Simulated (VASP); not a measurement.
# Pt (Fm-3m) in VASP: notebook, part 2 of 2

VASP 6.6.1.

## Step 6: Single point, r2SCAN

Contents of POSCAR:

```
Pt
1.0
    0.0000000000      1.9609000000      1.9609000000
    1.9609000000      0.0000000000      1.9609000000
    1.9609000000      1.9609000000      0.0000000000
Pt
1
Direct
    0.0000000000      0.0000000000      0.0000000000
```

Contents of INCAR.step1:

```
SYSTEM = Pt
PREC = Accurate ; ENCUT = 520
ISMEAR = 0 ; SIGMA = 0.02
LREAL = .False. ; LASPH = .True.
NELM = 80 ; NBANDS = 11
GGA = PE ; ALGO = Normal
EDIFF = 1E-4 ; LWAVE = .True.
LCHARG = .False.
```

Contents of INCAR.step2:

```
SYSTEM = Pt
PREC = Accurate ; ENCUT = 520
EDIFF = 1E-6 ; ISMEAR = 0
SIGMA = 0.02 ; LREAL = .False.
LASPH = .True. ; NELM = 80
ALGO = Normal ; ISIF = 2
LWAVE = .False. ; LCHARG = .False.
METAGGA = R2SCAN ; LMIXTAU = .True.
NBANDS = 11 ; ISTART = 1
```

Contents of KPOINTS:

```
Automatic mesh
0
Gamma
  10 10 10
  0 0 0
```

Potentials or basis: VASP PAW PBE potentials, release 64 (Pt).

Launch:

```bash
> cat potpaw_PBE.64/Pt/POTCAR > POTCAR
> cp INCAR.step1 INCAR
> mpirun -np 1 vasp_std > vasp.out
> cp INCAR.step2 INCAR
> mpirun -np 1 vasp_std > vasp.out
```

OUTCAR:

```text
SYSTEM = Pt
   PREC = Accurate
   ENCUT = 520
   EDIFF = 1E-6
   ISMEAR = 0
   LREAL = .False.
   LASPH = .True.
   NELM = 80
   ISIF = 2
   METAGGA = R2SCAN
   ISTART = 1

 ion  position               nearest neighbor table
   1  0.000  0.000  0.000-

  LATTYP: Found a face centered cubic cell.
 ALAT       =     3.9218000000

  Lattice vectors:

 A1 = (   0.0000000000,   1.9609000000,   1.9609000000)
 A2 = (   1.9609000000,   0.0000000000,   1.9609000000)
 A3 = (   1.9609000000,   1.9609000000,   0.0000000000)

Analysis of symmetry for initial positions (statically):
=====================================================================
 Subroutine PRICEL returns:
 Original cell was already a primitive cell.

 Routine SETGRP: Setting up the symmetry group for a
 face centered cubic supercell.

 Subroutine GETGRP returns: Found 48 space group operations
 (whereof 48 operations were pure point group operations)
 out of a pool of 48 trial point group operations.

The static configuration has the point symmetry O_h .

Analysis of symmetry for dynamics (positions and initial velocities):
=====================================================================
 Subroutine PRICEL returns:
 Original cell was already a primitive cell.

 Routine SETGRP: Setting up the symmetry group for a
 face centered cubic supercell.

 Subroutine GETGRP returns: Found 48 space group operations
 (whereof 48 operations were pure point group operations)
 out of a pool of 48 trial point group operations.

The dynamic configuration has the point symmetry O_h .

 Subroutine INISYM returns: Found 48 space group operations
 (whereof 48 operations are pure point group operations),
 and found     1 'primitive' translations

----------------------------------------------------------------------------------------

                                     Primitive cell

  volume of cell :      15.0798

  direct lattice vectors                    reciprocal lattice vectors
     0.000000000  1.960900000  1.960900000    -0.254984956  0.254984956  0.254984956
     1.960900000  0.000000000  1.960900000     0.254984956 -0.254984956  0.254984956
[... 112 lines left out ...]
   LEPSILON=     F    determine dielectric tensor
   LRPA    =     F    only Hartree local field effects (RPA)
 non-spin polarized calculation
 Gauss-broadening in eV      SIGMA  =   0.02
  energy-cutoff  :      520.00
  volume of cell :       15.08
 maximum number of plane-waves:       415
 NGX is ok and might be reduce to    24
   NGX = 11   NGY = 11   NGZ = 11

 number of electron      10.0000000 magnetization

 Free energy of the ion-electron system (eV)
  ---------------------------------------------------
  ext. energy  EPLUGINS =         0.00000000
  ---------------------------------------------------
  free energy    TOTEN  =       -51.48183290 eV

  energy without entropy =      -51.48178363  energy(sigma->0) =      -51.48180826

 E-fermi :  11.0252     XC(G=0): -14.6380

 val. band max:       10.9592333050   @ k =   0.5000   0.5000   0.0000
 cond. band min:      11.0419132519   @ k =   0.5000   0.0000   0.0000
 fundamental gap:      0.0826799469
 Fermi energy:        11.0252318573

 k-point     1 :       0.0000    0.0000    0.0000
  band No.  band energies     occupation
      1       0.5177      2.00000
      2       7.0987      2.00000
      3       7.0987      2.00000
      4       7.0987      2.00000
      5       9.2662      2.00000
      6       9.2662      2.00000
      7      26.4984      0.00000
      8      31.6699      0.00000
      9      31.6699      0.00000
     10      31.6699      0.00000
     11      37.5401      0.00000
[... 309 lines left out ...]
 k-point    24 :       0.4000    0.3000    0.0000
  band No.  band energies     occupation
      1       4.2207      2.00000
      2       4.8256      2.00000
      3       8.3372      2.00000
      4       9.6471      2.00000
      5      10.9233      2.00000
      6      11.2930      0.00000
      7      23.6514      0.00000
      8      26.0754      0.00000
      9      26.5639      0.00000
     10      32.0059      0.00000
     11      34.1436      0.00000

 [... further k-points ...]

------------------------ aborting loop because EDIFF is reached ----------------------------------------

  FORCE on cell =-STRESS in cart. coord.  units (eV):
  Direction    XX          YY          ZZ          XY          YZ          ZX
  --------------------------------------------------------------------------------------
  -------------------------------------------------------------------------------------
  Total        0.4413419      0.4413419      0.4413419      0.0000000      0.0000000      0.0000000
  in kB       46.8909937     46.8909937     46.8909937      0.0000000      0.0000000      0.0000000
  external PRESSURE =      46.8909937 kB  Pullay stress =       0.0000000 kB

 VOLUME and BASIS-vectors are now :
 -----------------------------------------------------------------------------
  energy-cutoff  :      520.00
  volume of cell :       15.08
      direct lattice vectors                 reciprocal lattice vectors
     0.000000000  1.960900000  1.960900000    -0.254984956  0.254984956  0.254984956
     1.960900000  0.000000000  1.960900000     0.254984956 -0.254984956  0.254984956
     1.960900000  1.960900000  0.000000000     0.254984956  0.254984956 -0.254984956

 POSITION                                       TOTAL-FORCE (eV/Angst)
 -----------------------------------------------------------------------------------
      0.00000      0.00000      0.00000         0.000000      0.000000      0.000000
 -----------------------------------------------------------------------------------
    total drift:                               -0.000000      0.000000      0.000000

  FREE ENERGIE OF THE ION-ELECTRON SYSTEM (eV)
  ---------------------------------------------------
  free  energy   TOTEN  =       -51.4818328985 eV

  energy  without entropy=      -51.4817836264  energy(sigma->0) =      -51.48180826
```

OUTCAR.step1:

```text
SYSTEM = Pt
   PREC = Accurate
   ENCUT = 520
   ISMEAR = 0
   LREAL = .False.
   LASPH = .True.
   NELM = 80
[... 553 lines left out ...]
 -----------------------------------------------------------------------------------
      0.00000      0.00000      0.00000         0.000000      0.000000      0.000000
 -----------------------------------------------------------------------------------
    total drift:                               -0.000000      0.000000     -0.000000

  FREE ENERGIE OF THE ION-ELECTRON SYSTEM (eV)
  ---------------------------------------------------
  free  energy   TOTEN  =        -6.0688219203 eV

  energy  without entropy=       -6.0687480872  energy(sigma->0) =       -6.06878500
```

Run time: 20 s. Hardware: 1 thread of Intel Xeon 6975P-C, shared host; peak memory 0.15 GiB.

Results:

* Free energy: -51.4818 eV
* Pressure: 4.7 GPa
* Band gap on the k mesh: zero (band 5 reaches 11.54 eV, above the bottom of band 6 at 9.19 eV)

Caveat: the PAW data sets were made with another functional, which shifts forces and pressure a little; spin-orbit coupling is left out, which moves the levels of the heavy elements.

## Step 7: Overview

| level | potentials or basis | gap on the mesh (eV) | pressure (GPa) |
| --- | --- | --- | --- |
| PBEsol | VASP PAW PBE potentials, release 64 (Pt) | none | -1.2 |
| RPBE | VASP PAW PBE potentials, release 64 (Pt) | none | 13.8 |
| LDA | VASP PAW LDA potentials, release 64 (Pt) | none | -5.5 |
| revPBE | VASP PAW PBE potentials, release 64 (Pt) | none | 12.6 |
| r2SCAN | VASP PAW PBE potentials, release 64 (Pt) | none | 4.7 |

Alike in all rows: task single point; no spin polarisation; cell as given; k mesh 10 × 10 × 10; cutoff (eV) 520; smearing gaussian 0.02 eV.

Caveats: spin-orbit coupling is left out, which moves the levels of the heavy elements; the PAW data sets were made with another functional, which shifts forces and pressure a little (some runs).

Total energies depend on the potentials used, so only differences within one code and one set of settings carry meaning.
